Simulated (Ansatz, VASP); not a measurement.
## SrTe: VASP beside Ansatz

```
CELL_PARAMETERS angstrom
0.00000 3.35094 3.35094
3.35094 0.00000 3.35094
3.35094 3.35094 0.00000
ATOMIC_POSITIONS crystal
Sr 0.50000 0.50000 0.50000
Te 0.00000 0.00000 0.00000
```

Alike in both runs: functional r2SCAN; k mesh 8 × 8 × 8; occupations gaussian, width 0.02 eV; no spin polarisation.

Ansatz relaxed the structure, and its values are those at the end. VASP's run is a single point on that final structure, the one shown.

|  | VASP | Ansatz |
| --- | --- | --- |
| version | VASP 6.6.1 | Ansatz 0.2.0 |
| potentials or method | VASP PAW PBE potentials, release 64 (Sr_sv, Te), cutoff 550 eV | scalar-relativistic, plane waves, PAW |
| valence electrons in the cell | 16 | 26 |

Ansatz gave:

```
gap on the k mesh at the Fermi level (eV) : 2.17
least direct gap on the mesh (eV)         : 2.91
pressure (GPa)                            : 0.1
```

Problem. Estimate VASP's values.

Solution. gap on the k mesh at the Fermi level (eV): 2.14; least direct gap on the mesh (eV): 2.89; pressure (GPa): 0.2.

VASP's potentials were made for PBE, not for r2SCAN. VASP's potentials hold 16 valence electrons a cell and Ansatz's 26, so a difference there can come from the potentials and not from the codes.

Spin-orbit coupling is off throughout.
